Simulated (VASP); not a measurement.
# Ta (Fd-3m) in VASP: notebook

Ta is run at these levels: PBE; tasks: relaxation of cell and atoms.

Program: VASP 6.6.1. These are calculated values, not measurements. Logs are shortened: lines on timing, memory, paths and dates and some standing lists are left out, and cuts for length are marked.

## (1) The cell of the first run

Symmetry: Fd-3m, No. 227, cubic system. Conventional cell: a = 5.720 Å, b = 5.720 Å, c = 5.720 Å, α = 90.00°, β = 90.00°, γ = 90.00°. Within 3.3 Å of Ta (site symmetry -43m) lie 4 Ta at 2.48 Å.

This isn't the form of Ta at room conditions, which is bcc.

## (2) Relaxation of cell and atoms, PBE, target pressure 5 GPa, at which the enthalpy is minimised

Input file INCAR:

```
SYSTEM = Ta
ALGO = Normal
EDIFF = 1E-7
EDIFFG = -0.03
ENCUT = 500
GGA = PE
GGA_COMPAT = .False.
IBRION = 2
ISIF = 3
ISMEAR = 0
LASPH = .True.
LCHARG = .False.
LREAL = .False.
LWAVE = .False.
NELM = 120
NELMIN = 4
NSW = 60
PREC = Accurate
PSTRESS = 50.0
SIGMA = 0.05
```

Input file KPOINTS:

```
k-points
0
Gamma
  7 7 7
  0 0 0
```

Input file POSCAR:

```
Ta
1.0
    0.0000000000      2.8600000000      2.8600000000
    2.8600000000      0.0000000000      2.8600000000
    2.8600000000      2.8600000000      0.0000000000
Ta
2
Direct
    1.0000000000      1.0000000000      1.0000000000
    0.2500000000      0.2500000000      0.2500000000
```

Potentials or basis: VASP PAW PBE potentials, release 64 (Ta_pv).

Run with:

```bash
cat potpaw_PBE.64/Ta_pv/POTCAR > POTCAR
mpirun -np 1 vasp_std > vasp.out
```

OUTCAR:

```text
SYSTEM = Ta
   EDIFF = 1E-7
   EDIFFG = -0.03
   ENCUT = 500
   GGA = PE
   IBRION = 2
   ISIF = 3
   ISMEAR = 0
   LASPH = .True.
   LREAL = .False.
   NELM = 120
   NELMIN = 4
   NSW = 60
   PREC = Accurate
   PSTRESS = 50.0

 ion  position               nearest neighbor table
   1  0.000  0.000  0.000-   2 2.48   2 2.48   2 2.48   2 2.48
   2  0.250  0.250  0.250-   1 2.48   1 2.48   1 2.48   1 2.48

  LATTYP: Found a face centered cubic cell.
 ALAT       =     5.7200000000

  Lattice vectors:

 A1 = (   0.0000000000,   2.8600000000,   2.8600000000)
 A2 = (   2.8600000000,   0.0000000000,   2.8600000000)
 A3 = (   2.8600000000,   2.8600000000,   0.0000000000)

Analysis of symmetry for initial positions (statically):
=====================================================================
 Subroutine PRICEL returns:
 Original cell was already a primitive cell.

 Routine SETGRP: Setting up the symmetry group for a
 face centered cubic supercell.

 Subroutine GETGRP returns: Found 48 space group operations
 (whereof 24 operations were pure point group operations)
 out of a pool of 48 trial point group operations.

The static configuration has the point symmetry T_d .
 The point group associated with its full space group is O_h .

Analysis of symmetry for dynamics (positions and initial velocities):
=====================================================================
 Subroutine PRICEL returns:
 Original cell was already a primitive cell.

 Routine SETGRP: Setting up the symmetry group for a
 face centered cubic supercell.

 Subroutine GETGRP returns: Found 48 space group operations
 (whereof 24 operations were pure point group operations)
 out of a pool of 48 trial point group operations.

The dynamic configuration has the point symmetry T_d .
 The point group associated with its full space group is O_h .

 Subroutine INISYM returns: Found 48 space group operations
 (whereof 24 operations are pure point group operations),
 and found     1 'primitive' translations

----------------------------------------------------------------------------------------

                                     Primitive cell

  volume of cell :      46.7873

  direct lattice vectors                    reciprocal lattice vectors
     0.000000000  2.860000000  2.860000000    -0.174825175  0.174825175  0.174825175
     2.860000000  0.000000000  2.860000000     0.174825175 -0.174825175  0.174825175
     2.860000000  2.860000000  0.000000000     0.174825175  0.174825175 -0.174825175

  length of vectors
     4.044650788  4.044650788  4.044650788     0.302806085  0.302806085  0.302806085

  position of ions in fractional coordinates (direct lattice)
     0.000000000  0.000000000  0.000000000
     0.250000000  0.250000000  0.250000000

  ion indices of the primitive-cell ions
   primitive index   ion index
                 1           1
                 2           2

----------------------------------------------------------------------------------------

 KPOINTS: k-points

Automatic generation of k-mesh.
 Grid dimensions read from file:
 generate k-points for:    7    7    7

 Generating k-lattice:

  Cartesian coordinates                     Fractional coordinates (reciprocal lattice)
    -0.024975025  0.024975025  0.024975025     0.142857143  0.000000000  0.000000000
     0.024975025 -0.024975025  0.024975025     0.000000000  0.142857143  0.000000000
     0.024975025  0.024975025 -0.024975025     0.000000000  0.000000000  0.142857143

  Length of vectors
     0.043258012  0.043258012  0.043258012

  Shift w.r.t. Gamma in fractional coordinates (k-lattice)
     0.000000000  0.000000000  0.000000000

 Subroutine IBZKPT returns following result:
 ===========================================

 Found     20 irreducible k-points:

 Following reciprocal coordinates:
            Coordinates               Weight
  0.000000  0.000000  0.000000      1.000000
  0.142857  0.000000  0.000000      8.000000
  0.285714  0.000000  0.000000      8.000000
  0.428571  0.000000  0.000000      8.000000
  0.142857  0.142857  0.000000      6.000000
  0.285714  0.142857  0.000000     24.000000
[... 12 lines left out ...]
 -0.428571  0.428571  0.142857     24.000000
 -0.285714  0.428571  0.142857     24.000000
   k-points           NKPTS =     20   k-points in BZ     NKDIM =     20   number of bands    NBANDS=     15
   number of dos      NEDOS =    301   number of ions     NIONS =      2
   total plane-waves  NPLWV =  27000
   dimension x,y,z NGX =    30 NGY =   30 NGZ =   30
   dimension x,y,z NGXF=    60 NGYF=   60 NGZF=   60
   ions per type =               2
   NGX,Y,Z   is equivalent  to a cutoff of  12.33, 12.33, 12.33 a.u.
   NGXF,Y,Z  is equivalent  to a cutoff of  24.66, 24.66, 24.66 a.u.
 SYSTEM =  Ta
   PREC   = accura    normal or accurate (medium, high low for compatibility)
   ISTART =      0    job   : 0-new  1-cont  2-samecut
   ICHARG =      2    charge: 1-file 2-atom 10-const
   ISPIN  =      1    spin polarized calculation?
   LNONCOLLINEAR =      F non collinear calculations
   LSORBIT =      F    spin-orbit coupling
   LASPH  =      T    aspherical Exc in radial PAW
   ENCUT  =  500.0 eV  36.75 Ry    6.06 a.u.   7.37  7.37  7.37*2*pi/ulx,y,z
   NELM   =    120;   NELMIN=  4; NELMDL= -5     # of ELM steps
   EDIFF  = 0.1E-06   stopping-criterion for ELM
   LREAL  =      F    real-space projection
   EDIFFG = -.3E-01   stopping-criterion for IOM
   NSW    =     60    number of steps for IOM
   IBRION =      2    ionic relax: 0-MD 1-quasi-New 2-CG
   NFREE  =      1    steps in history (QN), initial steepest desc. (CG)
   ISIF   =      3    stress and relaxation
   ISYM   =      2    0-nonsym 1-usesym 2-fastsym
   POTIM  = 0.5000    time-step for ionic-motion
   TEBEG  =    0.0;   TEEND  =   0.0 temperature during run
   PSTRESS=   50.0 pullay stress
   NELECT =      22.0000    total number of electrons
   NUPDOWN=      -1.0000    fix difference up-down
   EMIN   =  10.00;   EMAX   =-10.00  energy-range for DOS
   EFERMI =   0.00;   METHOD = LEGACY
   ISMEAR =     0;   SIGMA  =   0.05  broadening in eV -4-tet -1-fermi 0-gaus
   EFERMI_NEDOS =   21; number of points for ismear=-14 and -15
   IALGO  =     38    algorithm
   IMIX   =      4    mixing-type and parameters
     AMIX     =   0.40;   BMIX     =  1.00
     AMIX_MAG =   1.60;   BMIX_MAG =  1.00
  volume/ion in A,a.u.               =      23.39       157.87
  Fermi-wavevector in a.u.,A,eV,Ry     =   1.273033  2.405684 22.049782  1.620613
  Thomas-Fermi vector in A             =   2.405879
   LORBIT       =      0    0 simple, 1 ext, 2 COOP (PROOUT), +10 PAW based schemes
   GGA     = PE    functional components
   LHFCALC =     F    Hartree Fock is set to
   AEXX    =    0.0000 exact exchange contribution
   IVDW    =     0    specifies the selected vdW correction
   LEPSILON=     F    determine dielectric tensor
   LRPA    =     F    only Hartree local field effects (RPA)
 conjugate gradient relaxation of ions
 non-spin polarized calculation
 Gauss-broadening in eV      SIGMA  =   0.05
  energy-cutoff  :      500.00
  volume of cell :       46.79
 maximum number of plane-waves:      1243
 NGX is ok and might be reduce to    30
   NGX = 15   NGY = 15   NGZ = 15

--------------------------------------- Ionic step        1  -------------------------------------------

 number of electron      22.0000002 magnetization

 Free energy of the ion-electron system (eV)
  ---------------------------------------------------
  ext. energy  EPLUGINS =         0.00000000
  ---------------------------------------------------
  free energy    TOTEN  =       -17.33294926 eV

  energy without entropy =      -17.32821381  energy(sigma->0) =      -17.33058153

 E-fermi :   3.2418     XC(G=0): -10.8930

 val. band max:        3.2222660984   @ k =  -0.4286   0.1429   0.0000
 cond. band min:       3.2421731735   @ k =   0.1429   0.0000   0.0000
 fundamental gap:      0.0199070751
 Fermi energy:         3.2418341006

 k-point     1 :       0.0000    0.0000    0.0000
  band No.  band energies     occupation
      1     -30.9756      2.00000
      2     -30.9756      2.00000
      3     -30.9756      2.00000
      4     -29.6546      2.00000
      5     -29.6546      2.00000
      6     -29.6546      2.00000
      7      -2.9233      2.00000
      8       1.7072      2.00000
      9       1.7072      2.00000
     10       2.8990      2.00000
     11       2.8990      2.00000
     12       2.8990      2.00000
     13       5.6192      0.00000
     14       5.6192      0.00000
     15       5.6192      0.00000
[... 812 lines left out ...]
  FREE ENERGIE OF THE ION-ELECTRON SYSTEM (eV)
  ---------------------------------------------------
  free  energy   TOTEN  =       -17.8232799207 eV

  energy  without entropy=      -17.8187678758  energy(sigma->0) =      -17.82102390

  enthalpy is  TOTEN    =       -16.1468222402 eV   P V=        1.6764576805

--------------------------------------- Ionic step        4  -------------------------------------------

 number of electron      22.0000003 magnetization

 Free energy of the ion-electron system (eV)
  ---------------------------------------------------
  ext. energy  EPLUGINS =         0.00000000
  ---------------------------------------------------
  free energy    TOTEN  =       -17.81693461 eV

  energy without entropy =      -17.81249096  energy(sigma->0) =      -17.81471279

 E-fermi :   2.3071     XC(G=0): -10.2810

 val. band max:        2.3021754862   @ k =   0.4286   0.0000   0.0000
 cond. band min:       2.3532723870   @ k =   0.1429   0.0000   0.0000
 fundamental gap:      0.0510969008
 Fermi energy:         2.3070922452

 k-point     1 :       0.0000    0.0000    0.0000
  band No.  band energies     occupation
      1     -31.7844      2.00000
      2     -31.7844      2.00000
      3     -31.7844      2.00000
      4     -30.8486      2.00000
      5     -30.8486      2.00000
      6     -30.8486      2.00000
      7      -3.3939      2.00000
      8       1.2433      2.00000
      9       1.2433      2.00000
     10       2.0504      2.00000
     11       2.0504      2.00000
     12       2.0504      2.00000
     13       4.4716      0.00000
     14       4.4716      0.00000
     15       4.4716      0.00000
[... 362 lines left out ...]
 POSITION                                       TOTAL-FORCE (eV/Angst)
 -----------------------------------------------------------------------------------
      0.00000      0.00000      0.00000        -0.000000     -0.000000     -0.000000
      1.49542      1.49542      1.49542         0.000000      0.000000      0.000000
 -----------------------------------------------------------------------------------
    total drift:                                0.000000     -0.000000      0.000000

  FREE ENERGIE OF THE ION-ELECTRON SYSTEM (eV)
  ---------------------------------------------------
  free  energy   TOTEN  =       -17.8169346126 eV

  energy  without entropy=      -17.8124909602  energy(sigma->0) =      -17.81471279

  enthalpy is  TOTEN    =       -16.1471266704 eV   P V=        1.6698079421

 reached required accuracy - stopping structural energy minimisation
```

Run time: 22 s. Hardware: 1 thread of Intel Xeon 6975P-C (Granite Rapids), shared host; peak memory 0.17 GiB.

What came out:

- Free energy: -17.8169 eV
- Relaxed volume: 26.75 Å³/atom
- Relaxed cell: a = 4.230 Å, b = 4.230 Å, c = 4.230 Å, α = 60.00°, β = 60.00°, γ = 60.00°
- Space group after relaxing (to 0.1 Å): Fd-3m (No. 227)
- Energy change on relaxing (the run minimises the enthalpy): -242.0 meV/atom
- Ionic steps: 4
- Pressure after relaxing: 4.9 GPa
- Band gap on the k mesh: zero (bands 11 and 12 overlap by 0.44 eV)

The path:
```csv
step,energy change (eV),largest force (eV/Å),pressure (GPa),volume (Å³)
1,0.0000,0.0000,19.72,46.79
2,-0.4173,0.0000,-6.12,62.90
3,-0.4903,0.0000,4.61,53.72
4,-0.4840,0.0000,4.94,53.51
```

Final structure:
```
Ta
1.0
     0.00000    2.99083    2.99083
     2.99083    0.00000    2.99083
     2.99083    2.99083    0.00000
Ta
2
Direct
  0.00000 0.00000 0.00000
  0.25000 0.25000 0.25000
```

Caveat: the cell is relaxed towards a set pressure, so the run minimises the enthalpy, not the energy; spin-orbit coupling is left out, which moves the levels of the heavy elements.

## (3) Relaxation of cell and atoms, PBE, target pressure 10 GPa, at which the enthalpy is minimised

Input file INCAR:

```
PREC = Accurate
ENCUT = 500
EDIFF = 1E-7
ISMEAR = 0
SIGMA = 0.05
LREAL = F
LASPH = T
NELM = 120
ALGO = Normal
ISIF = 3
LWAVE = F
LCHARG = F
GGA = PE
IBRION = 2
NSW = 60
EDIFFG = -0.03
PSTRESS = 100.0
GGA_COMPAT = F
NELMIN = 4
```

Input file KPOINTS:

```
Automatic mesh
0
Gamma
  7 7 7
```

POSCAR is that of step 2.

Potentials or basis: VASP PAW PBE potentials, release 64 (Ta_pv).

Run with:

```bash
cat potpaw_PBE.64/Ta_pv/POTCAR > POTCAR
mpirun -np 1 vasp_std > vasp.out
```

It took 23 s on 1 thread of Intel Xeon 6975P-C (Granite Rapids), shared host; peak memory 0.17 GiB.

The run converged. Its results:

- Free energy: -17.6890 eV
- Relaxed volume: 25.36 Å³/atom
- Relaxed cell: a = 4.155 Å, b = 4.155 Å, c = 4.155 Å, α = 60.00°, β = 60.00°, γ = 60.00°
- Space group after relaxing (to 0.1 Å): Fd-3m (No. 227)
- Energy change on relaxing (the run minimises the enthalpy): -178.0 meV/atom
- Ionic steps: 4
- Pressure after relaxing: 10.0 GPa
- Band gap on the k mesh: zero (bands 11 and 12 overlap by 0.44 eV)

Step by step:
| step | energy change (eV) | largest force (eV/Å) | pressure (GPa) | volume (Å³) |
| --- | --- | --- | --- | --- |
| 1 | 0.0000 | 0.0000 | 19.72 | 46.79 |
| 2 | -0.5375 | 0.0000 | -0.01 | 57.07 |
| 3 | -0.3639 | 0.0000 | 9.72 | 50.84 |
| 4 | -0.3561 | 0.0000 | 9.98 | 50.72 |

Final structure:
```cif
data_structure
_symmetry_space_group_name_H-M 'P 1'
_symmetry_Int_Tables_number 1
_cell_length_a 4.1549
_cell_length_b 4.1549
_cell_length_c 4.1549
_cell_angle_alpha 60.000
_cell_angle_beta 60.000
_cell_angle_gamma 60.000
_cell_volume 50.72
loop_
_atom_site_label
_atom_site_type_symbol
_atom_site_fract_x
_atom_site_fract_y
_atom_site_fract_z
_atom_site_occupancy
Ta1 Ta 0.00000 0.00000 0.00000 1
Ta2 Ta 0.25000 0.25000 0.25000 1
```

Levels at points of the mesh, in eV from the Fermi level:
```tsv
k point	band 8	band 9	band 10	band 11	band 12	band 13	band 14	band 15
(0.00, 0.00, 0.00)	-1.27	-1.27	-0.32	-0.32	-0.32	2.22	2.22	2.22
```

Caveat: the cell is relaxed towards a set pressure, so the run minimises the enthalpy, not the energy; spin-orbit coupling is left out, which moves the levels of the heavy elements.

## (4) Relaxation of cell and atoms, PBE, target pressure 20 GPa, at which the enthalpy is minimised

Input file INCAR:

```
ALGO = Normal ; EDIFF = 1E-7
EDIFFG = -0.03 ; ENCUT = 500
GGA = PE ; GGA_COMPAT = False
IBRION = 2 ; ISIF = 3
ISMEAR = 0 ; LASPH = True
LCHARG = False ; LREAL = False
LWAVE = False ; NELM = 120
NELMIN = 4 ; NSW = 60
PREC = Accurate ; PSTRESS = 200.0
SIGMA = 0.05
```

Input file KPOINTS:

```
k-points
0
Gamma
  7 7 7
```

POSCAR is that of step 3.

Run with:

```bash
cat potpaw_PBE.64/Ta_pv/POTCAR > POTCAR
mpirun -np 1 vasp_std > vasp.out
```

It took 15 s on 1 thread of Intel Xeon 6975P-C (Granite Rapids), shared host; peak memory 0.17 GiB.

The run converged. Its results:

```yaml
Free_energy: -17.3213 eV
Relaxed_volume: 23.35 Å³/atom
Relaxed_cell: a = 4.042 Å, b = 4.042 Å, c = 4.042 Å, α = 60.00°, β = 60.00°, γ = 60.00°
Space_group_after_relaxing_to_0.1_Å: Fd-3m (No. 227)
Energy_change_on_relaxing_the_run_minimises_the_enthalpy: +5.8 meV/atom
Ionic_steps: 3
Pressure_after_relaxing: 20.0 GPa
Band_gap_on_the_k_mesh: zero (bands 11 and 12 overlap by 0.52 eV)
```

Step by step:
```tsv
step	energy change (eV)	largest force (eV/Å)	pressure (GPa)	volume (Å³)
1	0.0000	0.0000	19.72	46.79
2	0.0351	0.0000	20.58	46.51
3	0.0116	0.0000	19.99	46.69
```

Final structure:
```
Ta
1.0
     0.00000    2.85808    2.85808
     2.85808    0.00000    2.85808
     2.85808    2.85808    0.00000
Ta
2
Cartesian
  0.0000 0.0000 0.0000
  1.4290 1.4290 1.4290
```

Levels at points of the mesh, in eV from the Fermi level:
```
           k point  band 9  band 10  band 11  band 12  band 13  band 14
(0.00, 0.00, 0.00)   -1.54    -0.34    -0.34    -0.34     2.38     2.38
```

Caveat: the cell is relaxed towards a set pressure, so the run minimises the enthalpy, not the energy; spin-orbit coupling is left out, which moves the levels of the heavy elements.

## (5) The runs side by side

```tsv
cell	gap on the mesh (eV)	pressure (GPa)
relaxed to 5 GPa	none	4.9
relaxed to 10 GPa	none	10.0
relaxed to 20 GPa	none	20.0
```

Alike in all rows: task relaxation of cell and atoms; level PBE; potentials or basis VASP PAW PBE potentials, release 64 (Ta_pv); no spin polarisation; k mesh 7 × 7 × 7; cutoff (eV) 500; smearing gaussian 0.05 eV.

Caveats: the cell is relaxed towards a set pressure, so the run minimises the enthalpy, not the energy; spin-orbit coupling is left out, which moves the levels of the heavy elements.

Total energies depend on the potentials used, so only differences within one code and one set of settings carry meaning.
